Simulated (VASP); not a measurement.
# Tl2ZnCdC6N6: single point with PBE

Tl2ZnCdC6N6:

```
Zn Tl Cd C N
1.0
     0.00000    5.17850    5.17850
     5.17850    0.00000    5.17850
     5.17850    5.17850    0.00000
Zn Tl Cd C N
1 2 1 6 6
Direct
  0.50000 0.50000 0.50000
  0.25000 0.25000 0.25000
  0.75000 0.75000 0.75000
  0.00000 0.00000 0.00000
  0.80680 0.19320 0.19320
  0.19320 0.80680 0.19320
  0.19320 0.19320 0.80680
  0.19320 0.80680 0.80680
  0.80680 0.19320 0.80680
  0.80680 0.80680 0.19320
  0.69383 0.30617 0.30617
  0.30617 0.69383 0.30617
  0.30617 0.30617 0.69383
  0.30617 0.69383 0.69383
  0.69383 0.30617 0.69383
  0.69383 0.69383 0.30617
```

| Quantity | Value |
| --- | --- |
| Program | VASP 6.6.1 |
| Task | single point |
| Functional | PBE |
| Potentials or basis | VASP PAW PBE potentials, release 64 (Zn, Tl_d, Cd, C, N) |
| Cutoff | 520 eV |
| k mesh | 4 × 4 × 4 |
| Occupations | gaussian, width 0.1 eV |
| Spin | no spin polarisation |

The pressure is 18.8 GPa and the largest force is 5.234 eV/Å. The band gap on the k mesh is 0.87 eV.

Forces in eV/Å, atoms in the order of the input:
```
Zn   0.000  0.000  0.000
Tl   0.000  0.000  0.000
Tl   0.000  0.000  0.000
Cd   0.000  0.000  0.000
C    5.234  0.000  0.000
C    0.000  5.234  0.000
C    0.000  0.000  5.234
C   -5.234  0.000  0.000
C    0.000 -5.234  0.000
C    0.000  0.000 -5.234
N   -0.665  0.000  0.000
N    0.000 -0.665  0.000
N    0.000  0.000 -0.665
N    0.665  0.000  0.000
N    0.000  0.665  0.000
N    0.000  0.000  0.665
```

Levels at points of the mesh, in eV from the valence-band top:
```
           k point  band 48  band 49  band 50  band 51  band 52  band 53  band 54  band 55  band 56  band 57
(0.00, 0.00, 0.00)    -4.11    -3.35    -3.35    -0.05    -0.05     1.60     1.60     1.60     2.39     2.39
(0.50, 0.00, 0.00)    -4.25    -2.67    -2.67    -0.32    -0.32     1.20     1.24     1.77     1.77     1.89
(0.50, 0.50, 0.00)    -3.77    -3.35    -3.00    -0.53     0.00     0.87     1.38     1.38     1.86     1.98
```

It took 9.5 min on 1 thread of AMD EPYC 7R13, with other jobs on the host, peak memory 0.46 GiB.

Caveat: the cell stands under pressure; spin-orbit coupling is left out, which moves the levels of the heavy elements; forces of over 1 eV/Å act on the atoms, so gaps and moduli don't describe the material at rest. A k mesh can miss the band edges.
